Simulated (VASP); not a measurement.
Set up this calculation in VASP 6.6.1, as the native input.

| Property | Result |
| --- | --- |
| Task | single point |
| Functional | PBE |
| Potentials or basis | VASP PAW PBE potentials, release 64 (Si) |
| Cutoff | 520 eV |
| k mesh | 12 × 12 × 2 |
| Occupations | gaussian, width 0.01 eV |
| Spin | no spin polarisation |
| Dipole correction | no |
| Further INCAR settings | ALGO = Normal; EDIFF = 1e-07; NBANDS = 26 |

The structure of Si lies in POSCAR:

```
Si
1.0
    3.8401748450      0.0000000000      0.0000000000
   -1.9200874225      3.3256889707      0.0000000000
    0.0000000000      0.0000000000     12.6236709012
Si
8
Direct
    0.0000000000      0.0000000000      0.0005516776
    0.3333333333      0.6666666667      0.2496687367
    0.0000000000      0.0000000000      0.5005516776
    0.6666666667      0.3333333333      0.7496687367
    0.0000000000      0.0000000000      0.1869483224
    0.3333333333      0.6666666667      0.4378312633
    0.0000000000      0.0000000000      0.6869483224
    0.6666666667      0.3333333333      0.9378312633
```

This isn't the form of Si at room conditions, which is diamond.

One way to write it, as run:

INCAR

```
ALGO = Normal
EDIFF = 1E-7
ENCUT = 520
GGA = PE
ISIF = 2
ISMEAR = 0
LASPH = T
LCHARG = T
LELF = T
LREAL = F
LVHAR = T
LWAVE = F
NBANDS = 26
NELM = 100
PREC = Accurate
SIGMA = 0.01
```

KPOINTS

```
k-points
0
Gamma
  12 12 2
```

Potentials or basis: VASP PAW PBE potentials, release 64 (Si).

Launch:

```bash
$ cat potpaw_PBE.64/Si/POTCAR > POTCAR
$ mpirun -np 1 vasp_std > vasp.out
```

Results of the run:

```yaml
Pressure: 1.2 GPa
Largest_force: 0.007 eV/Å
Band_gap_on_the_k_mesh: 0.58 eV (least direct gap 1.28 eV)
```

Run time: 2.1 min on 1 thread of Intel(R) Xeon(R) 6975P-C (Granite Rapids), on a shared host, peak memory 0.32 GiB.
